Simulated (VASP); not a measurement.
**PtS2: single point with PBE**

Crystal: PtS2.

```
Pt S
1.0
     3.45040    0.00000    0.00000
    -1.72520    2.98810    0.00000
     0.00000    0.00000    4.91243
Pt S
1 2
Direct
  0.00000 0.00000 0.00000
  0.34500 0.66700 0.23000
  0.61100 0.32242 0.76946
```

```yaml
Program: VASP 6.6.1
Task: single point
Functional: PBE
Potentials_or_basis: VASP PAW PBE potentials, release 64 (Pt, S)
Cutoff: 500 eV
k_mesh: 1 × 1 × 1, shifted
Occupations: gaussian, width 0.01 eV
Spin: no spin polarisation
```

| Property | Result |
| --- | --- |
| Pressure | 21.8 GPa |
| Largest force | 3.017 eV/Å |
| Band gap on the k mesh | 3.12 eV, indirect (least direct gap 3.43 eV) |

Forces in eV/Å, atoms in the order of the input:
```
Pt  -2.168 -0.816  0.418
S   -0.705 -0.078 -0.201
S    2.873  0.893 -0.217
```

Stress tensor (GPa, compression positive):
```
 24.62   5.55 -12.96
  5.55  21.86  -3.45
-12.96  -3.45  18.91
```

Levels at points of the mesh, in eV from the valence-band top:
```csv
k point,band 8,band 9,band 10,band 11,band 12,band 13,band 14,band 15
"(0.50, 0.50, 0.50)",-2.06,-1.95,-1.52,0.00,3.52,4.02,6.38,6.54
"(0.50, 0.00, 0.50)",-2.38,-2.01,-1.68,-0.66,3.12,4.10,6.80,7.25
"(0.00, 0.50, 0.50)",-2.20,-1.99,-1.51,-0.19,3.24,4.11,6.46,6.78
```

Run time: 5.8 s on 1 thread of Intel(R) Xeon(R) 6975P-C (Granite Rapids) (shared host), peak memory 0.16 GiB.

Caveat: the k points lie up to 2.10 Å⁻¹ apart; spin-orbit coupling is left out, which moves the levels of the heavy elements; forces of over 1 eV/Å act on the atoms, so gaps and moduli don't describe the material at rest. A k mesh can miss the band edges.
